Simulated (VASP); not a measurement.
**HfIn4SiO6: single point with r2SCAN+D4**

Crystal: HfIn4SiO6.

```xyz
12
Lattice="5.1573 0.0000 0.0000 -2.5786 4.4663 0.0000 0.0000 0.0000 9.9761" Properties=species:S:1:pos:R:3 pbc="T T T"
Hf    2.5786    1.4888    0.0000
In    0.0000    0.0000    3.2075
In    0.0000    0.0000    6.7686
In    0.0000    2.9775    7.7449
In    0.0000    2.9775    2.2312
Si    0.0000    0.0000    0.0000
O     3.2368    3.1533    8.9295
O     1.4662    0.0865    1.0466
O     0.8080    1.2265    8.9295
O     1.9205    3.1533    1.0466
O     3.6911    0.0865    8.9295
O     4.3492    1.2265    1.0466
```

```
Program                : VASP 6.6.1
Task                   : single point
Functional             : r2SCAN
Dispersion             : D4
Potentials or basis    : VASP PAW PBE potentials, release 64 (Hf_pv, In_d, Si, O)
Cutoff                 : 520 eV
k mesh                 : 4 × 4 × 2
Occupations            : fermi-dirac, width 0.05 eV
Spin                   : no spin polarisation
Dipole correction      : no
Further INCAR settings : ALGO = Normal; EDIFF = 1e-06; NBANDS = 63
```

```yaml
Pressure: -0.3 GPa
Largest_force: 0.196 eV/Å
Band_gap_on_the_k_mesh: zero (band 51 reaches 5.50 eV, above the bottom of band 52 at 4.92 eV)
Dispersion_energy_per_atom: -0.074 eV
```

Forces on the atoms (eV/Å):
```
Hf   0.000  0.000  0.000
In   0.000  0.000  0.050
In   0.000  0.000 -0.050
In   0.000  0.000 -0.076
In   0.000  0.000  0.076
Si   0.000  0.000  0.000
O   -0.062 -0.159  0.096
O    0.107  0.133 -0.096
O    0.169  0.026  0.096
O    0.062 -0.159 -0.096
O   -0.107  0.133  0.096
O   -0.169  0.026 -0.096
```

Stress tensor (GPa, compression positive):
```
-0.42  0.00  0.00
 0.00 -0.42  0.00
 0.00  0.00 -0.11
```

Levels at points of the mesh, in eV from the Fermi level:
```tsv
k point	band 48	band 49	band 50	band 51	band 52	band 53	band 54	band 55
(0.00, 0.00, 0.00)	-3.41	-2.72	-0.84	0.64	1.77	1.77	2.05	2.24
(0.50, 0.00, 0.00)	-3.48	-2.71	-2.47	-1.78	0.94	1.13	1.62	2.50
(0.00, 0.00, 0.50)	-3.41	-3.41	-0.23	0.31	1.66	1.66	2.38	2.38
(0.50, 0.00, 0.50)	-3.43	-2.93	-2.44	-2.01	0.75	1.50	1.58	2.54
```

It took 10 min on 1 thread of Intel(R) Xeon(R) Platinum 8488C (Sapphire Rapids), with other jobs on the host, peak memory 0.45 GiB.

Caveat: the PAW data sets were made with another functional, which shifts forces and pressure a little; spin-orbit coupling is left out, which moves the levels of the heavy elements; pairwise dispersion overbinds metals, which lowers pressure and volume.
